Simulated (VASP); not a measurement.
# SrTiO3 (Pm-3m) in VASP: notebook

The runs below take SrTiO3 through single point, with PBE, r2SCAN.

Program: VASP 6.6.1. These are calculated values, not measurements. Logs are shortened: lines on timing, memory, paths and dates and some standing lists are left out, and cuts for length are marked.

## 1. The cell of the first run

The structure is cubic, space group Pm-3m (No. 221). Conventional cell: a = 3.975 Å, b = 3.975 Å, c = 3.975 Å, α = 90.00°, β = 90.00°, γ = 90.00°. Within 3.7 Å of Sr (site symmetry m-3m) lie 12 O at 2.81 Å and 8 Ti at 3.44 Å. Ti (site symmetry m-3m) has 6 O at 1.99 Å within 2.6 Å. Within 2.6 Å of O (site symmetry 4/mmm) lie 2 Ti at 1.99 Å.

## 2. Single point, PBE (12.57 Å³/atom)

INCAR

```
SYSTEM = SrTiO3
  ALGO = Normal
  EDIFF = 1E-6
  ENCUT = 520
  GGA = PE
  ISIF = 2
  ISMEAR = 0
  LASPH = .TRUE.
  LCHARG = .FALSE.
  LREAL = .FALSE.
  LWAVE = .FALSE.
  NBANDS = 28
  NELM = 100
  PREC = Accurate
  SIGMA = 0.01
```

KPOINTS

```
k-points
0
G
  6 6 6
  0 0 0
```

POSCAR

```
SrTiO3
1.0
    3.9754122643      0.0000000000      0.0000000000
    0.0000000000      3.9754122643      0.0000000000
    0.0000000000      0.0000000000      3.9754122643
Sr Ti O
1 1 3
Direct
    0.0000000000      0.0000000000      0.0000000000
    0.5000000000      0.5000000000      0.5000000000
    0.5000000000      0.0000000000      0.5000000000
    0.5000000000      0.5000000000      0.0000000000
    0.0000000000      0.5000000000      0.5000000000
```

Potentials or basis: VASP PAW PBE potentials, release 64 (Sr_sv, Ti_sv, O).

Command:

```console
$ cat potpaw_PBE.64/Sr_sv/POTCAR potpaw_PBE.64/Ti_sv/POTCAR potpaw_PBE.64/O/POTCAR > POTCAR
$ mpirun -np 1 vasp_std > vasp.out
```

OUTCAR:

```text
SYSTEM = SrTiO3
   EDIFF = 1E-6
   ENCUT = 520
   GGA = PE
   ISIF = 2
   ISMEAR = 0
   LASPH = .TRUE.
   LREAL = .FALSE.
   NELM = 100
   PREC = Accurate

 ion  position               nearest neighbor table
   1  0.000  0.000  0.000-   3 2.81   4 2.81   5 2.81   3 2.81   5 2.81   4 2.81   5 2.81   5 2.81
                             3 2.81   4 2.81   3 2.81   4 2.81   2 3.44   2 3.44   2 3.44   2 3.44
   2  0.500  0.500  0.500-   3 1.99   4 1.99   5 1.99   4 1.99   3 1.99   5 1.99   1 3.44   1 3.44
                             1 3.44   1 3.44   1 3.44   1 3.44   1 3.44   1 3.44
   3  0.500  0.000  0.500-   2 1.99   2 1.99   1 2.81   1 2.81   1 2.81   1 2.81
   4  0.500  0.500  0.000-   2 1.99   2 1.99   1 2.81   1 2.81   1 2.81   1 2.81
   5  0.000  0.500  0.500-   2 1.99   2 1.99   1 2.81   1 2.81   1 2.81   1 2.81

  LATTYP: Found a simple cubic cell.
 ALAT       =     3.9754122643

  Lattice vectors:

 A1 = (   3.9754122643,   0.0000000000,   0.0000000000)
 A2 = (   0.0000000000,   3.9754122643,   0.0000000000)
 A3 = (   0.0000000000,   0.0000000000,   3.9754122643)

Analysis of symmetry for initial positions (statically):
=====================================================================
 Subroutine PRICEL returns:
 Original cell was already a primitive cell.

 Routine SETGRP: Setting up the symmetry group for a
 simple cubic supercell.

 Subroutine GETGRP returns: Found 48 space group operations
 (whereof 48 operations were pure point group operations)
 out of a pool of 48 trial point group operations.

The static configuration has the point symmetry O_h .

Analysis of symmetry for dynamics (positions and initial velocities):
=====================================================================
 Subroutine PRICEL returns:
 Original cell was already a primitive cell.

 Routine SETGRP: Setting up the symmetry group for a
 simple cubic supercell.

 Subroutine GETGRP returns: Found 48 space group operations
 (whereof 48 operations were pure point group operations)
 out of a pool of 48 trial point group operations.

The dynamic configuration has the point symmetry O_h .

 Subroutine INISYM returns: Found 48 space group operations
 (whereof 48 operations are pure point group operations),
 and found     1 'primitive' translations

----------------------------------------------------------------------------------------

                                     Primitive cell

  volume of cell :      62.8270

  direct lattice vectors                    reciprocal lattice vectors
     3.975412264  0.000000000  0.000000000     0.251546238  0.000000000  0.000000000
     0.000000000  3.975412264  0.000000000     0.000000000  0.251546238  0.000000000
     0.000000000  0.000000000  3.975412264     0.000000000  0.000000000  0.251546238

  length of vectors
     3.975412264  3.975412264  3.975412264     0.251546238  0.251546238  0.251546238

  position of ions in fractional coordinates (direct lattice)
     0.000000000  0.000000000  0.000000000
     0.500000000  0.500000000  0.500000000
     0.500000000  0.000000000  0.500000000
     0.500000000  0.500000000  0.000000000
     0.000000000  0.500000000  0.500000000

  ion indices of the primitive-cell ions
   primitive index   ion index
                 1           1
                 2           2
                 3           3
                 4           4
                 5           5

----------------------------------------------------------------------------------------

 KPOINTS: k-points

Automatic generation of k-mesh.
 Grid dimensions read from file:
 generate k-points for:    6    6    6

 Generating k-lattice:

  Cartesian coordinates                     Fractional coordinates (reciprocal lattice)
     0.041924373  0.000000000  0.000000000     0.166666667  0.000000000  0.000000000
     0.000000000  0.041924373  0.000000000     0.000000000  0.166666667  0.000000000
     0.000000000  0.000000000  0.041924373     0.000000000  0.000000000  0.166666667

  Length of vectors
     0.041924373  0.041924373  0.041924373

  Shift w.r.t. Gamma in fractional coordinates (k-lattice)
     0.000000000  0.000000000  0.000000000

 Subroutine IBZKPT returns following result:
 ===========================================

 Found     20 irreducible k-points:

 Following reciprocal coordinates:
            Coordinates               Weight
  0.000000  0.000000  0.000000      1.000000
  0.166667  0.000000  0.000000      6.000000
  0.333333  0.000000  0.000000      6.000000
  0.500000  0.000000  0.000000      3.000000
  0.166667  0.166667  0.000000     12.000000
  0.333333  0.166667  0.000000     24.000000
[... 12 lines left out ...]
  0.500000  0.500000  0.333333      6.000000
  0.500000  0.500000  0.500000      1.000000
   k-points           NKPTS =     20   k-points in BZ     NKDIM =     20   number of bands    NBANDS=     28
   number of dos      NEDOS =    301   number of ions     NIONS =      5
   total plane-waves  NPLWV =  27000
   dimension x,y,z NGX =    30 NGY =   30 NGZ =   30
   dimension x,y,z NGXF=    60 NGYF=   60 NGZF=   60
   ions per type =               1   1   3
   NGX,Y,Z   is equivalent  to a cutoff of  12.55, 12.55, 12.55 a.u.
   NGXF,Y,Z  is equivalent  to a cutoff of  25.09, 25.09, 25.09 a.u.
 SYSTEM =  SrTiO3
   PREC   = accura    normal or accurate (medium, high low for compatibility)
   ISTART =      0    job   : 0-new  1-cont  2-samecut
   ICHARG =      2    charge: 1-file 2-atom 10-const
   ISPIN  =      1    spin polarized calculation?
   LNONCOLLINEAR =      F non collinear calculations
   LSORBIT =      F    spin-orbit coupling
   LASPH  =      T    aspherical Exc in radial PAW
   ENCUT  =  520.0 eV  38.22 Ry    6.18 a.u.   7.39  7.39  7.39*2*pi/ulx,y,z
   NELM   =    100;   NELMIN=  2; NELMDL= -5     # of ELM steps
   EDIFF  = 0.1E-05   stopping-criterion for ELM
   LREAL  =      F    real-space projection
   EDIFFG = 0.1E-04   stopping-criterion for IOM
   NSW    =      0    number of steps for IOM
   IBRION =     -1    ionic relax: 0-MD 1-quasi-New 2-CG
   NFREE  =      0    steps in history (QN), initial steepest desc. (CG)
   ISIF   =      2    stress and relaxation
   ISYM   =      2    0-nonsym 1-usesym 2-fastsym
   POTIM  = 0.5000    time-step for ionic-motion
   TEBEG  =    0.0;   TEEND  =   0.0 temperature during run
   PSTRESS=    0.0 pullay stress
   NELECT =      40.0000    total number of electrons
   NUPDOWN=      -1.0000    fix difference up-down
   EMIN   =  10.00;   EMAX   =-10.00  energy-range for DOS
   EFERMI =   0.00;   METHOD = LEGACY
   ISMEAR =     0;   SIGMA  =   0.01  broadening in eV -4-tet -1-fermi 0-gaus
   EFERMI_NEDOS =   21; number of points for ismear=-14 and -15
   IALGO  =     38    algorithm
   IMIX   =      4    mixing-type and parameters
     AMIX     =   0.40;   BMIX     =  1.00
     AMIX_MAG =   1.60;   BMIX_MAG =  1.00
  volume/ion in A,a.u.               =      12.57        84.80
  Fermi-wavevector in a.u.,A,eV,Ry     =   1.408357  2.661408 26.986727  1.983469
  Thomas-Fermi vector in A             =   2.530523
   LORBIT       =      0    0 simple, 1 ext, 2 COOP (PROOUT), +10 PAW based schemes
   GGA     = PE    functional components
   LHFCALC =     F    Hartree Fock is set to
   AEXX    =    0.0000 exact exchange contribution
   IVDW    =     0    specifies the selected vdW correction
   LEPSILON=     F    determine dielectric tensor
   LRPA    =     F    only Hartree local field effects (RPA)
 non-spin polarized calculation
 Gauss-broadening in eV      SIGMA  =   0.01
  energy-cutoff  :      520.00
  volume of cell :       62.83
 maximum number of plane-waves:      1743
 NGX is ok and might be reduce to    30
   NGX = 15   NGY = 15   NGZ = 15

 number of electron      39.9999979 magnetization

 Free energy of the ion-electron system (eV)
  ---------------------------------------------------
  ext. energy  EPLUGINS =         0.00000000
  ---------------------------------------------------
  free energy    TOTEN  =       -40.08382678 eV

  energy without entropy =      -40.08382678  energy(sigma->0) =      -40.08382678

 E-fermi :   3.8006     XC(G=0): -10.9904

 val. band max:        3.7366128808   @ k =   0.5000   0.5000   0.5000
 cond. band min:       5.4892191324   @ k =   0.0000   0.0000   0.0000
 fundamental gap:      1.7526062516
 Fermi energy:         3.8005538343

 k-point     1 :       0.0000    0.0000    0.0000
  band No.  band energies     occupation
      1     -52.9487      2.00000
      2     -29.2233      2.00000
      3     -29.1623      2.00000
      4     -29.1623      2.00000
      5     -29.1623      2.00000
      6     -13.4976      2.00000
[... 20 lines left out ...]
     27       9.0819      0.00000
     28       9.4864      0.00000

 k-point     2 :       0.1667    0.0000    0.0000
  band No.  band energies     occupation
      1     -52.9484      2.00000
      2     -29.2473      2.00000
      3     -29.1617      2.00000
      4     -29.1617      2.00000
      5     -29.1476      2.00000
      6     -13.5136      2.00000
[... 20 lines left out ...]
     27       9.5190      0.00000
     28      10.1250      0.00000

 k-point     3 :       0.3333    0.0000    0.0000
  band No.  band energies     occupation
      1     -52.9479      2.00000
      2     -29.2843      2.00000
      3     -29.1607      2.00000
      4     -29.1607      2.00000
      5     -29.1288      2.00000
      6     -13.6202      2.00000
[... 20 lines left out ...]
     27      10.3936      0.00000
     28      11.6531      0.00000

 k-point     4 :       0.5000    0.0000    0.0000
  band No.  band energies     occupation
      1     -52.9476      2.00000
      2     -29.3008      2.00000
      3     -29.1601      2.00000
      4     -29.1601      2.00000
      5     -29.1214      2.00000
      6     -13.6916      2.00000
[... 454 lines left out ...]
     27      11.2708      0.00000
     28      11.3588      0.00000

 k-point    19 :       0.5000    0.5000    0.3333
  band No.  band energies     occupation
      1     -52.9456      2.00000
      2     -29.2133      2.00000
      3     -29.2133      2.00000
      4     -29.1991      2.00000
      5     -29.1804      2.00000
      6     -12.4496      2.00000
[... 20 lines left out ...]
     27      11.0991      0.00000
     28      11.5119      0.00000

 k-point    20 :       0.5000    0.5000    0.5000
  band No.  band energies     occupation
      1     -52.9453      2.00000
      2     -29.2126      2.00000
      3     -29.2126      2.00000
      4     -29.2126      2.00000
      5     -29.1769      2.00000
      6     -12.2912      2.00000
[... 20 lines left out ...]
     27      11.5121      0.00000
     28      11.5121      0.00000

------------------------ aborting loop because EDIFF is reached ----------------------------------------

  FORCE on cell =-STRESS in cart. coord.  units (eV):
  Direction    XX          YY          ZZ          XY          YZ          ZX
  --------------------------------------------------------------------------------------
  -------------------------------------------------------------------------------------
  Total       -1.6159396     -1.6159396     -1.6159396     -0.0000000     -0.0000000     -0.0000000
  in kB      -41.2087263    -41.2087263    -41.2087263     -0.0000000     -0.0000000     -0.0000000
  external PRESSURE =     -41.2087263 kB  Pullay stress =       0.0000000 kB

 VOLUME and BASIS-vectors are now :
 -----------------------------------------------------------------------------
  energy-cutoff  :      520.00
  volume of cell :       62.83
      direct lattice vectors                 reciprocal lattice vectors
     3.975412264  0.000000000  0.000000000     0.251546238  0.000000000  0.000000000
     0.000000000  3.975412264  0.000000000     0.000000000  0.251546238  0.000000000
     0.000000000  0.000000000  3.975412264     0.000000000  0.000000000  0.251546238

 POSITION                                       TOTAL-FORCE (eV/Angst)
 -----------------------------------------------------------------------------------
      0.00000      0.00000      0.00000         0.000000      0.000000      0.000000
      1.98771      1.98771      1.98771         0.000000      0.000000      0.000000
      1.98771      0.00000      1.98771         0.000000      0.000000      0.000000
      1.98771      1.98771      0.00000         0.000000      0.000000      0.000000
      0.00000      1.98771      1.98771         0.000000      0.000000      0.000000
 -----------------------------------------------------------------------------------
    total drift:                                0.000000      0.000000     -0.000000

  FREE ENERGIE OF THE ION-ELECTRON SYSTEM (eV)
  ---------------------------------------------------
  free  energy   TOTEN  =       -40.0838267827 eV

  energy  without entropy=      -40.0838267827  energy(sigma->0) =      -40.08382678
```

It took 87 s on 1 thread of Intel Xeon 8259CL, shared host; peak memory 0.19 GiB.

Results:

- Free energy: -40.0838 eV
- Pressure: -4.1 GPa
- Band gap on the k mesh: 1.75 eV (least direct gap 2.13 eV)

Caveat: the cell stands under tension.

## 3. Single point, PBE (12.93 Å³/atom)

This run uses another cell than the first one, of 12.93 Å³/atom.

INCAR

```
SYSTEM = SrTiO3
  PREC = Accurate
  ENCUT = 520
  EDIFF = 1E-6
  ISMEAR = 0
  SIGMA = 0.01
  LREAL = .FALSE.
  LASPH = .TRUE.
  NELM = 80
  ALGO = Normal
  ISIF = 2
  LWAVE = .FALSE.
  LCHARG = .FALSE.
  GGA = PE
  NBANDS = 28
```

KPOINTS

```
Automatic mesh
0
G
  6 6 6
  0 0 0
```

POSCAR: that of step 2 with these lines changed.

```diff
@@ -2,5 +2,5 @@
 1.0
-    3.9754122643      0.0000000000      0.0000000000
-    0.0000000000      3.9754122643      0.0000000000
-    0.0000000000      0.0000000000      3.9754122643
+    4.0136397273      0.0000000000      0.0000000000
+    0.0000000000      4.0136397273      0.0000000000
+    0.0000000000      0.0000000000      4.0136397273
 Sr Ti O
```

Potentials or basis: VASP PAW PBE potentials, release 64 (Sr_sv, Ti_sv, O).

Command:

```console
$ cat potpaw_PBE.64/Sr_sv/POTCAR potpaw_PBE.64/Ti_sv/POTCAR potpaw_PBE.64/O/POTCAR > POTCAR
$ mpirun -np 1 vasp_std > vasp.out
```

It took 85 s on 1 thread of Intel Xeon 8259CL, shared host; peak memory 0.19 GiB.

It converged, with:

```
Free energy            : -40.0146 eV
Pressure               : -8.2 GPa
Band gap on the k mesh : 1.70 eV (least direct gap 2.09 eV)
```

Levels at points of the mesh, in eV from the valence-band top:
```tsv
k point	band 16	band 17	band 18	band 19	band 20	band 21	band 22	band 23	band 24	band 25
(0.00, 0.00, 0.00)	-1.04	-1.04	-0.39	-0.39	-0.39	1.70	1.70	1.70	3.74	3.74
(0.50, 0.00, 0.00)	-2.15	-2.15	-1.75	-0.73	-0.73	1.83	3.37	3.37	3.75	5.71
(0.50, 0.50, 0.00)	-2.56	-1.76	-1.48	-1.48	-0.08	3.37	3.37	3.79	4.60	7.47
(0.50, 0.50, 0.50)	-3.50	-3.50	0.00	0.00	0.00	3.96	3.96	3.96	6.62	6.62
```

Caveat: the cell stands under tension.

## 4. Single point, r2SCAN (11.21 Å³/atom)

This run uses another cell than the first one, of 11.21 Å³/atom.

POSCAR: that of step 3 with these lines changed.

```diff
@@ -2,5 +2,5 @@
 1.0
-    4.0136397273      0.0000000000      0.0000000000
-    0.0000000000      4.0136397273      0.0000000000
-    0.0000000000      0.0000000000      4.0136397273
+    3.8270974609      0.0000000000      0.0000000000
+    0.0000000000      3.8270974609      0.0000000000
+    0.0000000000      0.0000000000      3.8270974609
 Sr Ti O
```

INCAR.step1

```
SYSTEM = SrTiO3
ALGO = Normal
EDIFF = 1E-4
ENCUT = 520
GGA = PE
ISMEAR = 0
LASPH = .True.
LCHARG = .False.
LREAL = .False.
LWAVE = .True.
NBANDS = 28
NELM = 80
PREC = Accurate
SIGMA = 0.01
```

INCAR.step2

```
SYSTEM = SrTiO3
ALGO = Normal
EDIFF = 1E-7
ENCUT = 520
ISIF = 2
ISMEAR = 0
ISTART = 1
LASPH = .True.
LCHARG = .False.
LMIXTAU = .True.
LREAL = .False.
LWAVE = .False.
METAGGA = R2SCAN
NBANDS = 28
NELM = 80
PREC = Accurate
SIGMA = 0.01
```

KPOINTS

```
k-points
0
Gamma
  6 6 6
  0 0 0
```

Command:

```console
$ cat potpaw_PBE.64/Sr_sv/POTCAR potpaw_PBE.64/Ti_sv/POTCAR potpaw_PBE.64/O/POTCAR > POTCAR
$ cp INCAR.step1 INCAR
$ mpirun -np 1 vasp_std > vasp.out
$ cp INCAR.step2 INCAR
$ mpirun -np 1 vasp_std > vasp.out
```

Run time: 4 min. Hardware: 1 thread of Intel Xeon 8259CL, shared host; peak memory 0.19 GiB.

The run converged. Its results:

```yaml
Free_energy: -63.1591 eV
Pressure: 14.5 GPa
Band_gap_on_the_k_mesh: 2.41 eV (least direct gap 2.75 eV)
```

Levels at points of the mesh, in eV from the valence-band top:
```
           k point  band 16  band 17  band 18  band 19  band 20  band 21  band 22  band 23  band 24  band 25
(0.00, 0.00, 0.00)    -1.32    -1.32    -0.34    -0.34    -0.34     2.41     2.41     2.41     5.06     5.06
(0.50, 0.00, 0.00)    -2.52    -2.52    -2.20    -0.76    -0.76     2.60     4.53     4.53     5.09     7.62
(0.50, 0.50, 0.00)    -3.10    -1.74    -1.67    -1.67    -0.10     4.54     4.54     5.05     6.23     8.88
(0.50, 0.50, 0.50)    -3.97    -3.97     0.00     0.00     0.00     5.31     5.31     5.31     7.88     7.88
```

Caveat: the cell stands under pressure; the PAW data sets were made with another functional, which shifts forces and pressure a little. A k mesh can miss the band edges.

## 5. Overview

| level | cell | gap on the mesh (eV) | pressure (GPa) |
| --- | --- | --- | --- |
| PBE | a = 3.975 Å, 5 atoms | 1.75 | -4.1 |
| PBE | a = 4.014 Å, 5 atoms | 1.70 | -8.2 |
| r2SCAN | a = 3.827 Å, 5 atoms | 2.41 | 14.5 |

Alike in all rows: task single point; potentials or basis VASP PAW PBE potentials, release 64 (Sr_sv, Ti_sv, O); no spin polarisation; k mesh 6 × 6 × 6; cutoff (eV) 520; smearing gaussian 0.01 eV.

Caveats: the cell stands under tension (at least some runs); the cell stands under pressure (at least some runs); the PAW data sets were made with another functional, which shifts forces and pressure a little (at least some runs).

Absolute energies hang on the potentials; compare differences alone.
